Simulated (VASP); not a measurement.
A run of VASP 6.6.1:

File INCAR:

```
SYSTEM = Zr
  ALGO = Normal
  EDIFF = 1E-7
  ENCUT = 520
  GGA = PS
  ISIF = 2
  ISMEAR = -1
  LASPH = .True.
  LCHARG = .False.
  LREAL = .False.
  LWAVE = .False.
  NBANDS = 19
  NELM = 80
  PREC = Accurate
  SIGMA = 0.08
```

Contents of KPOINTS:

```
k-points
0
Gamma
  13 13 7
  0 0 0
```

File POSCAR:

```
Zr
1.0
    3.2319982225      0.0000000000      0.0000000000
   -1.6159991112      2.7989925656      0.0000000000
    0.0000000000      0.0000000000      5.3014100000
Zr
2
Direct
    0.3333333333      0.6666666667      0.2500000000
    0.6666666667      0.3333333333      0.7500000000
```

Potentials or basis: VASP PAW PBE potentials, release 64 (Zr_sv).

The run is started by

```console
$ cat potpaw_PBE.64/Zr_sv/POTCAR > POTCAR
$ mpirun -np 1 vasp_std > vasp.out
```

Hardware: 1 thread of Intel(R) Xeon(R) Platinum 8488C (Sapphire Rapids), with other jobs on the host.

Problem. Estimate the wall time of this run.

Solution. Run time: 38 s on 1 thread of Intel(R) Xeon(R) Platinum 8488C (Sapphire Rapids), with other jobs on the host, peak memory 0.2 GiB. Counts: scf iterations 12, k points 84.
